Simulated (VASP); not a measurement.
Wanted: the native input for a VASP 6.6.1 run.

```
Task                   : relaxation of cell and atoms
Functional             : PBE
Potentials or basis    : VASP PAW PBE potentials, release 64 (Ca_sv)
Cutoff                 : 500 eV
k mesh                 : 6 × 6 × 6
Occupations            : tetrahedron
Spin                   : no spin polarisation
Dipole correction      : no
Further INCAR settings : ALGO = Normal; EDIFF = 1e-07; IBRION = 2; EDIFFG = -0.01; NSW = 60; ISIF = 3
```

The structure of Ca lies in POSCAR:

```
Ca
1.0
    0.0000000000      2.4061280000      2.4061280000
    2.4061280000      0.0000000000      2.4061280000
    2.4061280000      2.4061280000      0.0000000000
Ca
1
Direct
    0.0000000000      0.0000000000      0.0000000000
```

These files were run (other wordings do the same):

INCAR

```
PREC = Accurate ; ENCUT = 500
EDIFF = 1E-7 ; ISMEAR = -5
SIGMA = 0.1 ; LREAL = False
LASPH = True ; NELM = 120
ALGO = Normal ; ISIF = 3
LWAVE = False ; LCHARG = False
GGA = PE ; IBRION = 2
NSW = 60 ; EDIFFG = -0.01
GGA_COMPAT = False ; NELMIN = 4
```

KPOINTS

```
Automatic mesh
0
Gamma
  6 6 6
```

Potentials or basis: VASP PAW PBE potentials, release 64 (Ca_sv).

The run is started by

```console
$ cat potpaw_PBE.64/Ca_sv/POTCAR > POTCAR
$ mpirun -np 1 vasp_std > vasp.out
```

Results of the run:

```
Relaxed volume                        : 41.45 Å³/atom
Relaxed cell                          : a = 3.884 Å, b = 3.884 Å, c = 3.884 Å, α = 60.00°, β = 60.00°, γ = 60.00°
Space group after relaxing (to 0.1 Å) : Fm-3m (No. 225)
Energy gained by relaxing             : 450.3 meV/atom
Ionic steps                           : 4
Pressure after relaxing               : 0.0 GPa
Band gap on the k mesh                : zero (bands 5 and 6 overlap by 0.15 eV)
```

Caveat: the k points lie up to 0.33 Å⁻¹ apart in the final cell; the volume moved by over 15 % at a fixed basis, so the end points are rough; tetrahedron occupations give inexact forces and stress in metals.

It took 42 s on 1 thread of Intel Xeon 8259CL (shared host), peak memory 0.16 GiB.
